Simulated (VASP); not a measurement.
SiC: single point with PBE

**Measured values to compare with.**

“Insight into the structural, elastic and electronic properties of a new orthorhombic 6O-SiC polytype”, 2020, pmc:7200658 quotes, for a bulk crystal of SiC: band gap 2.4 eV (indirect).

The system is SiC.

```xyz
2
Lattice="0.0000 2.1899 2.1899 2.1899 0.0000 2.1899 2.1899 2.1899 0.0000" Properties=species:S:1:pos:R:3 pbc="T T T"
Si    0.0000    0.0000    0.0000
C     3.2848    3.2848    3.2848
```

| Item | Value |
| --- | --- |
| Program | VASP 6.6.1 |
| Task | single point |
| Functional | PBE |
| Potentials or basis | VASP PAW PBE potentials, release 64 (Si, C) |
| Cutoff | 520 eV |
| k mesh | 12 × 12 × 12 |
| Occupations | gaussian, width 0.02 eV |
| Spin | no spin polarisation |

- Pressure: 0.0 GPa
- Band gap on the k mesh: 1.37 eV, indirect (least direct gap 4.53 eV)

Levels at points of the mesh, in eV from the valence-band top:
```csv
k point,band 1,band 2,band 3,band 4,band 5,band 6,band 7,band 8,band 9
"(0.00, 0.00, 0.00)",-15.29,0.00,0.00,0.00,6.06,7.20,7.20,7.20,14.42
"(0.50, 0.00, 0.00)",-11.78,-8.45,-1.05,-1.05,5.30,7.17,7.17,9.97,16.02
"(0.50, 0.50, 0.00)",-10.34,-7.75,-3.16,-3.16,1.37,4.27,13.86,13.86,14.59
```

Wall time 14 s on 1 thread of Intel(R) Xeon(R) Platinum 8375C CPU @ 2.90GHz (Ice Lake) (shared host), peak memory 0.13 GiB.

Against the measured gap of SiC, 2.4 eV (indirect; quoted in “Insight into the structural, elastic and electronic properties of a new orthorhombic 6O-SiC polytype”, 2020, pmc:7200658), the calculated 1.37 eV is off by -1.03 eV. The value is that of PBE on a finite k mesh, which can miss the band edges, without temperature or zero-point motion. Semilocal functionals fall short of measured gaps as a rule.
